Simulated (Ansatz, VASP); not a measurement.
# Two plane-wave programs on Nb2O

```
CELL_PARAMETERS angstrom
4.25634 0.00000 0.00000
0.00000 5.19484 0.00000
0.00000 0.00000 3.24297
ATOMIC_POSITIONS crystal
Nb 0.20040 0.37870 0.00000
Nb 0.79960 0.62130 0.00000
Nb 0.70040 0.12130 0.50000
Nb 0.29960 0.87870 0.50000
O 0.00000 0.00000 0.00000
O 0.50000 0.50000 0.50000
```

Alike in both runs: task relaxation of cell and atoms; functional PBE; k mesh 4 × 4 × 6; occupations gaussian, width 0.1 eV; no spin polarisation.

|  | VASP | Ansatz |
| --- | --- | --- |
| version | VASP 6.6.1 | Ansatz 0.2.0 |
| potentials or method | VASP PAW PBE potentials, release 64 (Nb_sv, O), cutoff 600 eV | scalar-relativistic, plane waves, PAW |
| valence electrons in the cell | 64 | 64 |

```tsv
	VASP	Ansatz	Ansatz less VASP
gap on the k mesh at the Fermi level, each at its own relaxed structure (eV)	none	none	-
relaxed volume (Å³/atom)	13.64	13.70	+0.056
relaxed cell length with the largest relative difference (Å)	5.211	5.231	+0.0199
```

A gap of «none» marks a metal or a gap that the smearing closes.

The k mesh is coarse, so the values compare programs but aren't converged.
